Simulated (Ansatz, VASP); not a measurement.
Re: VASP beside Ansatz

```
Re
1.0
     2.76639    0.00000    0.00000
    -1.38319    2.39576    0.00000
     0.00000    0.00000    8.93885
Re
4
Direct
  0.66667 0.33333 0.75000
  0.00000 0.00000 0.50000
  0.33333 0.66667 0.25000
  0.00000 0.00000 0.00000
```

Alike in both runs: functional LDA; k mesh 11 × 11 × 3; occupations fermi-dirac, width 0.05 eV; no spin polarisation.

|  | VASP | Ansatz |
| --- | --- | --- |
| version | VASP 6.6.1 | Ansatz 0.2.0 |
| potentials or method | VASP PAW LDA potentials, release 64 (Re), cutoff 520 eV | all-electron LAPW, scalar-relativistic |
| task | single point | band structure |

```tsv
	VASP	Ansatz	Ansatz less VASP
gap on the k mesh at the Fermi level (eV)	none	none	-
pressure (GPa)	-11.4	-12.5	-1.04
traceless stress, the component that is largest in VASP (GPa)	-0.18	-0.10	+0.084
```

LDA's correlation is that of Perdew and Zunger in VASP and of Perdew and Wang (1992) in Ansatz. A gap of «none» marks a metal or a gap that the smearing closes. Ansatz ran all-electron here, and VASP with PAW potentials.

Neither program's run includes spin-orbit coupling.
